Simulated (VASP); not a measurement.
# TiAl3 (I4/mmm) in VASP: a series of runs

TiAl3 is run at these levels: PBE; tasks: relaxation of shape and atoms at fixed volume.

All numbers are computed with VASP 6.6.1; they aren't measurements. Logs are shortened: lines on timing, memory, paths and dates and some standing lists are left out, and cuts for length are marked.

## Step 1: The cell of the first run

The structure is tetragonal, space group I4/mmm (No. 139). Conventional cell: a = 3.921 Å, b = 3.921 Å, c = 8.791 Å, α = 90.00°, β = 90.00°, γ = 90.00°. Within 3.7 Å of Ti (site symmetry 4/mmm) lie 12 Al at 2.77 to 2.95 Å. Within 3.7 Å of Al (site symmetry 4/mmm) lie 4 Ti at 2.77 Å and 8 Al at 2.95 Å. Al (site symmetry -4m2) has 8 Al at 2.77 to 2.95 Å and 4 Ti at 2.95 Å within 3.7 Å.

## Step 2: Relaxation of shape and atoms at fixed volume, PBE (16.89 Å³/atom)

Contents of INCAR:

```
PREC = Accurate ; ENCUT = 600
EDIFF = 1E-6 ; ISMEAR = 0
SIGMA = 0.1 ; LREAL = False
LASPH = True ; NELM = 80
ALGO = Fast ; ISIF = 4
LWAVE = False ; LCHARG = False
GGA = PE ; IBRION = 2
NSW = 50 ; EDIFFG = -0.01
```

Contents of KPOINTS:

```
Automatic mesh
0
Gamma
  18 18 18
```

Contents of POSCAR:

```
TiAl3
1.0
   -1.9604441234      1.9604441234      4.3957315837
    1.9604441234     -1.9604441234      4.3957315837
    1.9604441234      1.9604441234     -4.3957315837
Ti Al
1 3
Direct
    0.0000000000      0.0000000000      0.0000000000
    0.5000000000      0.5000000000      0.0000000000
    0.7500000000      0.2500000000      0.5000000000
    0.2500000000      0.7500000000      0.5000000000
```

Potentials or basis: VASP PAW PBE potentials, release 64 (Ti_sv, Al).

The run is started by

```console
> cat potpaw_PBE.64/Ti_sv/POTCAR potpaw_PBE.64/Al/POTCAR > POTCAR
> mpirun -np 1 vasp_std > vasp.out
```

OUTCAR:

```text
PREC = Accurate
   ENCUT = 600
   EDIFF = 1E-6
   ISMEAR = 0
   LREAL = False
   LASPH = True
   NELM = 80
   ISIF = 4
   GGA = PE
   IBRION = 2
   NSW = 50
   EDIFFG = -0.01

 ion  position               nearest neighbor table
   1  0.000  0.000  0.000-   2 2.77   2 2.77   2 2.77   2 2.77   4 2.95   3 2.95   4 2.95   4 2.95
                             3 2.95   3 2.95   4 2.95   3 2.95
   2  0.500  0.500  0.000-   1 2.77   1 2.77   1 2.77   1 2.77   4 2.95   3 2.95   4 2.95   3 2.95
                             4 2.95   4 2.95   3 2.95   3 2.95
   3  0.750  0.250  0.500-   4 2.77   4 2.77   4 2.77   4 2.77   2 2.95   1 2.95   2 2.95   1 2.95
                             2 2.95   2 2.95   1 2.95   1 2.95
   4  0.250  0.750  0.500-   3 2.77   3 2.77   3 2.77   3 2.77   2 2.95   1 2.95   2 2.95   2 2.95
                             1 2.95   1 2.95   2 2.95   1 2.95

  LATTYP: Found a body centered tetragonal cell.
 ALAT       =     3.9208882468
 C/A-ratio  =     2.2422121249

  Lattice vectors:

 A1 = (  -1.9604441234,   1.9604441234,   4.3957315837)
 A2 = (   1.9604441234,  -1.9604441234,   4.3957315837)
 A3 = (   1.9604441234,   1.9604441234,  -4.3957315837)

Analysis of symmetry for initial positions (statically):
=====================================================================
 Subroutine PRICEL returns:
 Original cell was already a primitive cell.

 Routine SETGRP: Setting up the symmetry group for a
 body centered tetragonal supercell.

 Subroutine GETGRP returns: Found 16 space group operations
 (whereof 16 operations were pure point group operations)
 out of a pool of 16 trial point group operations.

The static configuration has the point symmetry D_4h.

Analysis of symmetry for dynamics (positions and initial velocities):
=====================================================================
 Subroutine PRICEL returns:
 Original cell was already a primitive cell.

 Routine SETGRP: Setting up the symmetry group for a
 body centered tetragonal supercell.

 Subroutine GETGRP returns: Found 16 space group operations
 (whereof 16 operations were pure point group operations)
 out of a pool of 16 trial point group operations.

The dynamic configuration has the point symmetry D_4h.

 Subroutine INISYM returns: Found 16 space group operations
 (whereof 16 operations are pure point group operations),
 and found     1 'primitive' translations

----------------------------------------------------------------------------------------

                                     Primitive cell

  volume of cell :      67.5772

  direct lattice vectors                    reciprocal lattice vectors
    -1.960444123  1.960444123  4.395731584     0.000000000  0.255044249  0.113746709
     1.960444123 -1.960444123  4.395731584     0.255044249  0.000000000  0.113746709
     1.960444123  1.960444123 -4.395731584     0.255044249  0.255044249  0.000000000

  length of vectors
     5.197031699  5.197031699  5.197031699     0.279259526  0.279259526  0.360687037

  position of ions in fractional coordinates (direct lattice)
     0.000000000  0.000000000  0.000000000
     0.500000000  0.500000000  0.000000000
     0.750000000  0.250000000  0.500000000
     0.250000000  0.750000000  0.500000000

  ion indices of the primitive-cell ions
   primitive index   ion index
                 1           1
                 2           2
                 3           3
                 4           4

----------------------------------------------------------------------------------------

 KPOINTS: Automatic mesh

Automatic generation of k-mesh.
 Grid dimensions read from file:
 generate k-points for:   18   18   18

 Generating k-lattice:

  Cartesian coordinates                     Fractional coordinates (reciprocal lattice)
     0.000000000  0.014169125  0.006319262     0.055555556  0.000000000  0.000000000
     0.014169125  0.000000000  0.006319262     0.000000000  0.055555556  0.000000000
     0.014169125  0.014169125  0.000000000     0.000000000  0.000000000  0.055555556

  Length of vectors
     0.015514418  0.015514418  0.020038169

  Shift w.r.t. Gamma in fractional coordinates (k-lattice)
     0.000000000  0.000000000  0.000000000

 Subroutine IBZKPT returns following result:
 ===========================================

 Found    480 irreducible k-points:

 Following reciprocal coordinates:
            Coordinates               Weight
  0.000000  0.000000  0.000000      1.000000
  0.055556  0.000000  0.000000      8.000000
  0.111111  0.000000  0.000000      8.000000
  0.166667 -0.000000  0.000000      8.000000
  0.222222 -0.000000  0.000000      8.000000
  0.277778  0.000000  0.000000      8.000000
[... 16 lines left out ...]
 -0.277778  0.055556  0.000000     16.000000
 -0.222222  0.055556 -0.000000     16.000000
 [... further k-points ...]
   k-points           NKPTS =    480   k-points in BZ     NKDIM =    480   number of bands    NBANDS=     14
   number of dos      NEDOS =    301   number of ions     NIONS =      4
   total plane-waves  NPLWV =  74088
   dimension x,y,z NGX =    42 NGY =   42 NGZ =   42
   dimension x,y,z NGXF=    84 NGYF=   84 NGZF=   84
   ions per type =               1   3
   NGX,Y,Z   is equivalent  to a cutoff of  13.44, 13.44, 13.44 a.u.
   NGXF,Y,Z  is equivalent  to a cutoff of  26.87, 26.87, 26.87 a.u.
 SYSTEM =  unknown system
   PREC   = accura    normal or accurate (medium, high low for compatibility)
   ISTART =      0    job   : 0-new  1-cont  2-samecut
   ICHARG =      2    charge: 1-file 2-atom 10-const
   ISPIN  =      1    spin polarized calculation?
   LNONCOLLINEAR =      F non collinear calculations
   LSORBIT =      F    spin-orbit coupling
   LASPH  =      T    aspherical Exc in radial PAW
   ENCUT  =  600.0 eV  44.10 Ry    6.64 a.u.  10.38 10.38 10.38*2*pi/ulx,y,z
   NELM   =     80;   NELMIN=  2; NELMDL= -5     # of ELM steps
   EDIFF  = 0.1E-05   stopping-criterion for ELM
   LREAL  =      F    real-space projection
   EDIFFG = -.1E-01   stopping-criterion for IOM
   NSW    =     50    number of steps for IOM
   IBRION =      2    ionic relax: 0-MD 1-quasi-New 2-CG
   NFREE  =      1    steps in history (QN), initial steepest desc. (CG)
   ISIF   =      4    stress and relaxation
   ISYM   =      2    0-nonsym 1-usesym 2-fastsym
   POTIM  = 0.5000    time-step for ionic-motion
   TEBEG  =    0.0;   TEEND  =   0.0 temperature during run
   PSTRESS=    0.0 pullay stress
   NELECT =      21.0000    total number of electrons
   NUPDOWN=      -1.0000    fix difference up-down
   EMIN   =  10.00;   EMAX   =-10.00  energy-range for DOS
   EFERMI =   0.00;   METHOD = LEGACY
   ISMEAR =     0;   SIGMA  =   0.10  broadening in eV -4-tet -1-fermi 0-gaus
   EFERMI_NEDOS =   21; number of points for ismear=-14 and -15
   IALGO  =     68    algorithm
   IMIX   =      4    mixing-type and parameters
     AMIX     =   0.40;   BMIX     =  1.00
     AMIX_MAG =   1.60;   BMIX_MAG =  1.00
  volume/ion in A,a.u.               =      16.89       114.01
  Fermi-wavevector in a.u.,A,eV,Ry     =   1.108872  2.095463 16.729670  1.229596
  Thomas-Fermi vector in A             =   2.245404
   LORBIT       =      0    0 simple, 1 ext, 2 COOP (PROOUT), +10 PAW based schemes
   GGA     = PE    functional components
   LHFCALC =     F    Hartree Fock is set to
   AEXX    =    0.0000 exact exchange contribution
   IVDW    =     0    specifies the selected vdW correction
   LEPSILON=     F    determine dielectric tensor
   LRPA    =     F    only Hartree local field effects (RPA)
 conjugate gradient relaxation of ions
 non-spin polarized calculation
 RMM-DIIS sequential band-by-band and
 Gauss-broadening in eV      SIGMA  =   0.10
  energy-cutoff  :      600.00
  volume of cell :       67.58
 maximum number of plane-waves:      2273
 NGX is ok and might be reduce to    42
   NGX = 21   NGY = 21   NGZ = 21

--------------------------------------- Ionic step        1  -------------------------------------------

 number of electron      21.0000000 magnetization

 Free energy of the ion-electron system (eV)
  ---------------------------------------------------
  ext. energy  EPLUGINS =         0.00000000
  ---------------------------------------------------
  free energy    TOTEN  =       -20.59709206 eV

  energy without entropy =      -20.58813028  energy(sigma->0) =      -20.59261117

------------------------ aborting loop because EDIFF is reached ----------------------------------------

  FORCE on cell =-STRESS in cart. coord.  units (eV):
  Direction    XX          YY          ZZ          XY          YZ          ZX
  --------------------------------------------------------------------------------------
  -------------------------------------------------------------------------------------
  Total       -2.3622815     -2.3622815     -2.2346720      0.0000000     -0.0000000      0.0000000
  in kB      -56.0069778    -56.0069778    -52.9815027      0.0000000     -0.0000000      0.0000000
  external PRESSURE =     -54.9984861 kB  Pullay stress =       0.0000000 kB

 VOLUME and BASIS-vectors are now :
 -----------------------------------------------------------------------------
  energy-cutoff  :      600.00
  volume of cell :       67.58
      direct lattice vectors                 reciprocal lattice vectors
    -1.960444123  1.960444123  4.395731584     0.000000000  0.255044249  0.113746709
     1.960444123 -1.960444123  4.395731584     0.255044249  0.000000000  0.113746709
     1.960444123  1.960444123 -4.395731584     0.255044249  0.255044249  0.000000000

 POSITION                                       TOTAL-FORCE (eV/Angst)
 -----------------------------------------------------------------------------------
      0.00000      0.00000      0.00000        -0.000000     -0.000000     -0.000000
      0.00000      0.00000      4.39573        -0.000000     -0.000000     -0.000000
      0.00000      1.96044      2.19787         0.000000      0.000000     -0.000000
      1.96044      0.00000      2.19787         0.000000      0.000000      0.000000
 -----------------------------------------------------------------------------------
    total drift:                               -0.000000     -0.000000     -0.000000

  FREE ENERGIE OF THE ION-ELECTRON SYSTEM (eV)
  ---------------------------------------------------
  free  energy   TOTEN  =       -20.5970920617 eV

  energy  without entropy=      -20.5881302773  energy(sigma->0) =      -20.59261117

--------------------------------------- Ionic step        2  -------------------------------------------

 number of electron      21.0000000 magnetization

 Free energy of the ion-electron system (eV)
  ---------------------------------------------------
  ext. energy  EPLUGINS =         0.00000000
  ---------------------------------------------------
  free energy    TOTEN  =       -20.59717944 eV

  energy without entropy =      -20.58825843  energy(sigma->0) =      -20.59271893

 E-fermi :   7.5986     XC(G=0): -10.4876

 val. band max:        7.5978786935   @ k =   0.5000   0.5000   0.2222
 cond. band min:       7.5999673021   @ k =   0.3333   0.0000   0.0000
 fundamental gap:      0.0020886086
 Fermi energy:         7.5985969335

 k-point     1 :       0.0000    0.0000    0.0000
  band No.  band energies     occupation
      1     -49.0655      2.00000
      2     -25.3641      2.00000
      3     -25.3641      2.00000
      4     -25.2888      2.00000
      5      -2.1252      2.00000
      6       4.7739      2.00000
      7       5.0611      2.00000
      8       6.3410      2.00000
      9       6.4525      2.00000
     10       6.4525      2.00000
     11       8.3698      0.00000
     12       9.2105      0.00000
     13       9.2105      0.00000
     14       9.5903      0.00000
[... 375 lines left out ...]
 k-point    24 :      -0.2222    0.0556   -0.0000
  band No.  band energies     occupation
      1     -49.0651      2.00000
      2     -25.3722      2.00000
      3     -25.3642      2.00000
      4     -25.2883      2.00000
      5      -1.5576      2.00000
      6       3.9111      2.00000
      7       4.8534      2.00000
      8       5.5728      2.00000
      9       6.3383      2.00000
     10       6.6248      2.00000
     11       7.3659      1.99900
     12       8.7119      0.00000
     13       9.4184      0.00000
     14      10.2202      0.00000

 [... further k-points ...]
[... 5 lines left out ...]
  --------------------------------------------------------------------------------------
  -------------------------------------------------------------------------------------
  Total       -2.3287208     -2.3287208     -2.2985635      0.0000000      0.0000000      0.0000000
  in kB      -55.2112929    -55.2112929    -54.4962980      0.0000000      0.0000000      0.0000000
  external PRESSURE =     -54.9729613 kB  Pullay stress =       0.0000000 kB

 VOLUME and BASIS-vectors are now :
 -----------------------------------------------------------------------------
  energy-cutoff  :      600.00
  volume of cell :       67.58
      direct lattice vectors                 reciprocal lattice vectors
    -1.959438895  1.959438895  4.400242925     0.000000000  0.255175092  0.113630090
     1.959438895 -1.959438895  4.400242925     0.255175092  0.000000000  0.113630090
     1.959438895  1.959438895 -4.400242925     0.255175092  0.255175092  0.000000000

 POSITION                                       TOTAL-FORCE (eV/Angst)
 -----------------------------------------------------------------------------------
      1.95944      1.95944      4.40024         0.000000      0.000000      0.000000
      1.95944      1.95944      0.00000         0.000000      0.000000      0.000000
     -0.00000      1.95944      2.20012        -0.000000      0.000000     -0.000000
      1.95944     -0.00000      2.20012         0.000000     -0.000000     -0.000000
 -----------------------------------------------------------------------------------
    total drift:                               -0.000000     -0.000000      0.000000

  FREE ENERGIE OF THE ION-ELECTRON SYSTEM (eV)
  ---------------------------------------------------
  free  energy   TOTEN  =       -20.5971794415 eV

  energy  without entropy=      -20.5882584269  energy(sigma->0) =      -20.59271893

 reached required accuracy - stopping structural energy minimisation
```

Wall time 66 min (1 thread of Oxide Virtual Turin-like, shared host); peak memory 0.69 GiB.

What came out:

```
Free energy               : -20.5972 eV
Energy gained by relaxing : 0.0 meV/atom
Ionic steps               : 2
Pressure after relaxing   : -5.5 GPa
Band gap on the k mesh    : zero (an odd number of electrons rules out a gap without spin polarisation)
```

Final structure:
```yaml
crystal:
  lattice:
    - [-1.95944, 1.95944, 4.40024]
    - [1.95944, -1.95944, 4.40024]
    - [1.95944, 1.95944, -4.40024]
  atoms:
    - { symbol: Ti, position: [0.00000, 0.00000, 0.00000] }
    - { symbol: Al, position: [0.50000, 0.50000, 0.00000] }
    - { symbol: Al, position: [0.75000, 0.25000, 0.50000] }
    - { symbol: Al, position: [0.25000, 0.75000, 0.50000] }
```

## Step 3: Relaxation of shape and atoms at fixed volume, PBE (17.53 Å³/atom)

This run uses another cell than the first one, of 17.53 Å³/atom.

Contents of INCAR:

```
SYSTEM = TiAl3
PREC = Accurate
ENCUT = 600
EDIFF = 1E-6
ISMEAR = 0
SIGMA = 0.1
LREAL = .FALSE.
LASPH = .TRUE.
NELM = 80
ALGO = Fast
ISIF = 4
LWAVE = .FALSE.
LCHARG = .FALSE.
GGA = PE
IBRION = 2
NSW = 50
EDIFFG = -0.01
```

Contents of KPOINTS:

```
regular mesh
0
G
  18 18 18
  0 0 0
```

Contents of POSCAR:

```
TiAl3
1.0
   -1.9835291733      1.9835291733      4.4560467397
    1.9835291733     -1.9835291733      4.4560467397
    1.9835291733      1.9835291733     -4.4560467397
Ti Al
1 3
Direct
    0.0000000000      0.0000000000      0.0000000000
    0.5000000000      0.5000000000      0.0000000000
    0.7500000000      0.2500000000      0.5000000000
    0.2500000000      0.7500000000      0.5000000000
```

Potentials or basis: VASP PAW PBE potentials, release 64 (Ti_sv, Al).

The run is started by

```console
> cat potpaw_PBE.64/Ti_sv/POTCAR potpaw_PBE.64/Al/POTCAR > POTCAR
> mpirun -np 1 vasp_std > vasp.out
```

It took 71 min on 1 thread of Oxide Virtual Turin-like, shared host; peak memory 0.72 GiB.

The run converged. Its results:

| Property | Result |
| --- | --- |
| Free energy | -20.4870 eV |
| Energy gained by relaxing | 0.0 meV/atom |
| Ionic steps | 2 |
| Pressure after relaxing | -8.3 GPa |
| Band gap on the k mesh | zero (an odd number of electrons rules out a gap without spin polarisation) |

Stress tensor (GPa, compression positive):
```
-8.32  0.00  0.00
 0.00 -8.32  0.00
 0.00  0.00 -8.24
```

Final structure:
```
CELL_PARAMETERS angstrom
-1.98276 1.98276 4.45952
1.98276 -1.98276 4.45952
1.98276 1.98276 -4.45952
ATOMIC_POSITIONS crystal
Ti 0.00000 0.00000 0.00000
Al 0.50000 0.50000 0.00000
Al 0.75000 0.25000 0.50000
Al 0.25000 0.75000 0.50000
```

Levels at points of the mesh, in eV from the Fermi level:
| k point | band 7 | band 8 | band 9 | band 10 | band 11 | band 12 | band 13 | band 14 |
| --- | --- | --- | --- | --- | --- | --- | --- | --- |
| (0.00, 0.00, 0.00) | -2.49 | -1.19 | -1.10 | -1.10 | 0.74 | 1.56 | 1.56 | 1.77 |
| (0.50, 0.00, 0.00) | -3.34 | -2.97 | -0.96 | -0.21 | 0.46 | 1.56 | 1.94 | 2.92 |
| (0.50, 0.50, 0.00) | -4.22 | -3.47 | -2.58 | -2.14 | -0.88 | 1.51 | 1.68 | 2.50 |
| (0.50, 0.50, 0.50) | -1.83 | -0.92 | -0.92 | -0.19 | 0.66 | 0.66 | 0.83 | 2.87 |
